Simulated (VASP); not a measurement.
The system is Co.

```
CELL_PARAMETERS angstrom
2.42715 0.00000 0.00000
-1.21357 2.10197 0.00000
0.00000 0.00000 3.91265
ATOMIC_POSITIONS crystal
Co 0.33333 0.66667 0.25000
Co 0.66667 0.33333 0.75000
```

Base run:

| Property | Result |
| --- | --- |
| Program | VASP 6.6.1 |
| Functional | r2SCAN |
| Potentials or basis | VASP PAW PBE potentials, release 64 (Co) |
| Cutoff | 520 eV |
| k mesh | 15 × 15 × 8 |
| Occupations | gaussian, width 1 eV |
| Spin | no spin polarisation |

Its results: band gap on the k mesh zero (bands 9 and 10 overlap by 1.70 eV); pressure 7.9 GPa.

The run is repeated on the same cell with these changes: occupations from gaussian, width 1 eV to gaussian, width 0.2 eV. What comes out?

Band gap on the k mesh zero (bands 9 and 10 overlap by 1.69 eV); pressure -0.2 GPa.

Caveats: the PAW data sets were made with another functional, which shifts forces and pressure a little; the run has no spin polarisation, though such a crystal can be magnetic; the cell stands under pressure (at least some runs); so wide a smearing shifts energies and pressures (at least some runs).
